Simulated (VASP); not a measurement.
Input of a VASP 6.6.1 run:

The input INCAR:

```
ALGO     = Normal         # electronic algorithm
EDIFF    = 1E-7           # SCF threshold, eV
ENCUT    = 520            # plane-wave cutoff, eV
GGA      = PE             # functional
ISIF     = 2              # what is computed and relaxed
ISMEAR   = -1             # smearing method
LASPH    = True           # aspherical terms in the spheres
LCHARG   = True           # write CHGCAR
LELF     = True           # ELF
LREAL    = False          # projectors in reciprocal space
LVHAR    = True         
LWAVE    = False          # write WAVECAR
NBANDS   = 44             # bands
NELM     = 60             # most SCF steps
PREC     = Accurate       # precision mode
SIGMA    = 0.05           # smearing width, eV
```

File KPOINTS:

```
k-points
0
Gamma
  6 6 4
```

POSCAR

```
SiO2
1.0
    5.0830991249      0.0000000000      0.0000000000
    0.0000000000      5.0830991249      0.0000000000
    0.0000000000      0.0000000000      7.0982127707
Si O
4 8
Direct
    0.7939647433      0.7939647433      0.5000000000
    0.7060352567      0.2939647433      0.2500000000
    0.2939647433      0.7060352567      0.7500000000
    0.2060352567      0.2060352567      0.0000000000
    0.7588605971      0.0936650253      0.4243294283
    0.9063349747      0.2411394029      0.0756705717
    0.0936650253      0.7588605971      0.5756705717
    0.2588605971      0.4063349747      0.8256705717
    0.2411394029      0.9063349747      0.9243294283
    0.7411394029      0.5936650253      0.3256705717
    0.4063349747      0.2588605971      0.1743294283
    0.5936650253      0.7411394029      0.6743294283
```

Potentials or basis: VASP PAW PBE potentials, release 64 (Si, O).

The run is started by

```console
$ cat potpaw_PBE.64/Si/POTCAR potpaw_PBE.64/O/POTCAR > POTCAR
$ mpirun -np 1 vasp_std > vasp.out
```

(1) What does it give for the band gap on the k mesh?

(2) Estimate the largest force.

(3) What does it give for the pressure?

Answers

(1) 5.51 eV.

(2) 0.022 eV/Å.

(3) 0.1 GPa.
